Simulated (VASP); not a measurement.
Write the native input for VASP 6.6.1 that does the following.

- Task: single point
- Functional: PBEsol
- Potentials or basis: VASP PAW PBE potentials, release 64 (In_d)
- Cutoff: 520 eV
- k mesh: 20 × 20 × 20
- Occupations: gaussian, width 0.15 eV
- Spin: no spin polarisation
- Dipole correction: no
- Further INCAR settings: ALGO = Fast; EDIFF = 1e-06; NBANDS = 12

The structure of In lies in POSCAR:

```
In
1.0
   -1.6261500000      1.6830652500      2.4739500000
    1.6261500000     -1.6830652500      2.4739500000
    1.6261500000      1.6830652500     -2.4739500000
In
1
Direct
    0.0000000000      0.0000000000      0.0000000000
```

This cell differs from its parent crystal: strain +0.0350 x Voigt [0, 1, 0, 0, 0, 0].

The input as run:

INCAR

```
SYSTEM = In
PREC = Accurate ; ENCUT = 520
EDIFF = 1E-6 ; ISMEAR = 0
SIGMA = 0.15 ; LREAL = .False.
LASPH = .True. ; NELM = 80
ALGO = Fast ; ISIF = 2
LWAVE = .False. ; LCHARG = .False.
GGA = PS ; NBANDS = 12
```

KPOINTS

```
regular mesh
0
Gamma
  20 20 20
  0 0 0
```

Potentials or basis: VASP PAW PBE potentials, release 64 (In_d).

The run is started by

```console
$ cat potpaw_PBE.64/In_d/POTCAR > POTCAR
$ mpirun -np 1 vasp_std > vasp.out
```

Results of the run:

| Item | Value |
| --- | --- |
| Pressure | -2.1 GPa |

Caveat: the cell differs from its parent crystal (strain +0.0350 x Voigt [0, 1, 0, 0, 0, 0]); the PAW data sets were made with another functional, which shifts forces and pressure a little.

It took 5.6 min on 1 thread of Intel Xeon 6975P-C, with other jobs on the host, peak memory 0.46 GiB.
